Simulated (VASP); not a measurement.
A run of VASP 6.6.1:

File INCAR:

```
PREC = Accurate ; ENCUT = 500
EDIFF = 1E-7 ; ISMEAR = -1
SIGMA = 0.1 ; LREAL = F
LASPH = T ; NELM = 120
ALGO = Normal ; ISIF = 3
LWAVE = F ; LCHARG = F
GGA = PE ; IBRION = 2
NSW = 60 ; EDIFFG = -0.005
PSTRESS = 1600.0 ; GGA_COMPAT = F
NELMIN = 4
```

File KPOINTS:

```
regular mesh
0
Gamma
  19 19 17
```

POSCAR

```
Sc
1.0
    2.3225285639      0.0000000000      0.0000000000
   -1.1612642819      2.0113687373      0.0000000000
    0.0000000000      0.0000000000      2.1831768500
Sc
1
Direct
    0.0000000000      0.0000000000      0.0000000000
```

Potentials or basis: VASP PAW PBE potentials, release 64 (Sc_sv).

Launch:

```sh
$ cat potpaw_PBE.64/Sc_sv/POTCAR > POTCAR
$ mpirun -np 1 vasp_std > vasp.out
```

Hardware: 1 thread of Oxide Virtual Turin-like Processor (shared host).

Task: How long does it take, and how much memory?

Result: Run time: 2.1 min on 1 thread of Oxide Virtual Turin-like Processor, with other jobs on the host, peak memory 0.12 GiB. Counts: scf iterations 52, k points 360, ion steps 7.
